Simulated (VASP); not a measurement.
BC7: relaxation of cell and atoms with PBE

BC7:

```
B C
1.0
     5.04650    0.00000    0.00000
    -2.52325    4.37039    0.00000
     0.00000    0.00000    8.63074
B C
2 14
Direct
  0.33333 0.66667 0.00000
  0.66667 0.33333 0.00000
  0.83335 0.16665 0.50000
  0.66671 0.83335 0.50000
  0.33333 0.66667 0.50000
  0.83335 0.66671 0.50000
  0.16665 0.83335 0.50000
  0.66667 0.33333 0.50000
  0.33329 0.16665 0.50000
  0.16665 0.33329 0.50000
  0.84045 0.68089 0.00000
  0.68089 0.84045 0.00000
  0.84045 0.15955 0.00000
  0.15955 0.31911 0.00000
  0.31911 0.15955 0.00000
  0.15955 0.84045 0.00000
```

* Program: VASP 6.6.1
* Task: relaxation of cell and atoms
* Functional: PBE
* Potentials or basis: VASP PAW PBE potentials, release 64 (B, C)
* Cutoff: 600 eV
* k mesh: 6 × 6 × 4
* Occupations: gaussian, width 0.1 eV
* Spin: no spin polarisation
* Dipole correction: no
* Further INCAR settings: LREAL = Auto; ALGO = Normal; EDIFF = 1e-06; IBRION = 2; EDIFFG = -0.001; NSW = 80; ISIF = 3

The relaxed volume is 11.22 Å³/atom and the relaxed cell is a = 5.047 Å, b = 5.047 Å, c = 8.139 Å, α = 90.00°, β = 90.00°, γ = 120.00°. The space group after relaxing (to 0.1 Å) is P6/mmm (No. 191). The energy gained by relaxing is 0.5 meV/atom, the ionic steps are 29 and the pressure after relaxing is 0.0 GPa. The band gap on the k mesh is zero (bands 31 and 32 overlap by 0.04 eV).

Step by step:
| step | energy change (eV) | largest force (eV/Å) | pressure (GPa) | volume (Å³) |
| --- | --- | --- | --- | --- |
| 1 | 0.0000 | 0.0397 | 0.01 | 190.35 |
| 2 | 0.0004 | 0.1117 | -0.26 | 190.36 |
| 3 | -0.0001 | 0.0093 | -0.08 | 190.36 |
| 4 | -0.0003 | 0.0101 | -0.07 | 190.21 |
| 5 | -0.0007 | 0.0113 | -0.02 | 189.78 |
| 6 | -0.0015 | 0.0145 | 0.07 | 188.92 |
| 7 | -0.0029 | 0.0218 | 0.26 | 187.20 |
| 8 | -0.0046 | 0.0360 | 0.65 | 183.76 |
| 9 | -0.0012 | 0.0656 | 1.51 | 176.91 |
| 10 | -0.0047 | 0.0394 | 0.76 | 182.73 |
| 11 | -0.0047 | 0.0399 | 0.77 | 182.71 |
| 12 | -0.0048 | 0.0401 | 0.76 | 182.65 |
| 13 | -0.0049 | 0.0397 | 0.75 | 182.53 |
| 14 | -0.0052 | 0.0392 | 0.73 | 182.30 |
| 15 | -0.0057 | 0.0384 | 0.67 | 181.83 |
| 16 | -0.0066 | 0.0378 | 0.57 | 180.88 |
| 17 | -0.0075 | 0.0358 | 0.36 | 178.99 |
| 18 | -0.0061 | 0.0322 | -0.06 | 175.20 |
| 19 | -0.0076 | 0.0343 | 0.27 | 178.12 |
| 20 | -0.0076 | 0.0346 | 0.28 | 178.23 |
| 21 | -0.0077 | 0.0260 | 0.23 | 178.47 |
| 22 | -0.0080 | 0.0016 | 0.07 | 179.19 |
| 23 | -0.0080 | 0.0097 | 0.03 | 179.40 |
| 24 | -0.0080 | 0.0135 | 0.02 | 179.49 |
| 25 | -0.0080 | 0.0201 | -0.03 | 179.67 |
| 26 | -0.0080 | 0.0156 | -0.01 | 179.56 |
| 27 | -0.0080 | 0.0137 | 0.01 | 179.52 |
| 28 | -0.0080 | 0.0058 | -0.01 | 179.52 |
| 29 | -0.0080 | 0.0006 | -0.01 | 179.52 |

Final structure:
```cif
data_structure
_symmetry_space_group_name_H-M 'P 1'
_symmetry_Int_Tables_number 1
_cell_length_a 5.0466
_cell_length_b 5.0466
_cell_length_c 8.1390
_cell_angle_alpha 90.000
_cell_angle_beta 90.000
_cell_angle_gamma 120.000
_cell_volume 179.52
loop_
_atom_site_label
_atom_site_type_symbol
_atom_site_fract_x
_atom_site_fract_y
_atom_site_fract_z
_atom_site_occupancy
B1 B 0.33333 0.66667 0.00000 1
B2 B 0.66667 0.33333 0.00000 1
C1 C 0.83337 0.16663 0.50000 1
C2 C 0.66674 0.83337 0.50000 1
C3 C 0.33333 0.66667 0.50000 1
C4 C 0.83337 0.66674 0.50000 1
C5 C 0.16663 0.83337 0.50000 1
C6 C 0.66667 0.33333 0.50000 1
C7 C 0.33326 0.16663 0.50000 1
C8 C 0.16663 0.33326 0.50000 1
C9 C 0.84038 0.68077 0.00000 1
C10 C 0.68077 0.84038 0.00000 1
C11 C 0.84038 0.15962 0.00000 1
C12 C 0.15962 0.31923 0.00000 1
C13 C 0.31923 0.15962 0.00000 1
C14 C 0.15962 0.84038 0.00000 1
```

Levels at points of the mesh, in eV from the Fermi level:
```csv
k point,band 29,band 30,band 31,band 32,band 33,band 34
"(0.00, 0.00, 0.00)",-1.20,-0.37,-0.37,1.32,1.64,1.64
"(0.50, 0.00, 0.00)",-2.54,-1.71,-1.50,0.07,2.68,2.68
"(0.00, 0.00, 0.50)",-1.26,-0.37,-0.37,1.27,1.69,1.70
"(0.50, 0.00, 0.50)",-2.51,-1.71,-1.58,0.01,2.69,2.70
```

It took 34 min on 1 thread of Intel(R) Xeon(R) 6975P-C (Granite Rapids) (shared host), peak memory 0.39 GiB.

Caveat: this functional lacks dispersion, which binds layers or chains, so the pressure and a relaxed spacing across them are unreliable.
